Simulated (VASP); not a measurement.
**Sn: single point with HSE06**

The system is Sn.

```
CELL_PARAMETERS angstrom
0.00000 3.26863 3.26863
3.26863 0.00000 3.26863
3.26863 3.26863 0.00000
ATOMIC_POSITIONS crystal
Sn 0.00000 0.00000 0.00000
Sn 0.25000 0.25000 0.25000
```

This isn't the form of Sn at room conditions, which is tetragonal (white tin).

```yaml
Program: VASP 6.6.1
Task: single point
Functional: HSE06
Potentials_or_basis: VASP PAW PBE potentials, release 64 (Sn_d)
Cutoff: 520 eV
k_mesh: 4 × 4 × 4
Occupations: fermi-dirac, width 0.1 eV
Spin: no spin polarisation
```

The pressure is 0.9 GPa. The band gap on the k mesh is zero (filled and empty bands touch).

Levels at points of the mesh, in eV from the Fermi level:
```csv
k point,band 12,band 13,band 14,band 15,band 16,band 17
"(0.00, 0.00, 0.00)",-0.34,-0.05,-0.05,-0.05,2.55,2.55
"(0.50, 0.00, 0.00)",-6.91,-1.33,-1.33,0.31,3.67,3.67
"(0.50, 0.50, 0.00)",-8.26,-2.76,-2.76,1.15,1.15,8.47
```

It took 21 min on 1 thread of Oxide Virtual Turin-like Processor (shared host), peak memory 0.28 GiB.

Caveat: the k points lie up to 0.42 Å⁻¹ apart; the PAW data sets were made with another functional, which shifts forces and pressure a little; spin-orbit coupling is left out, which moves the levels of the heavy elements.
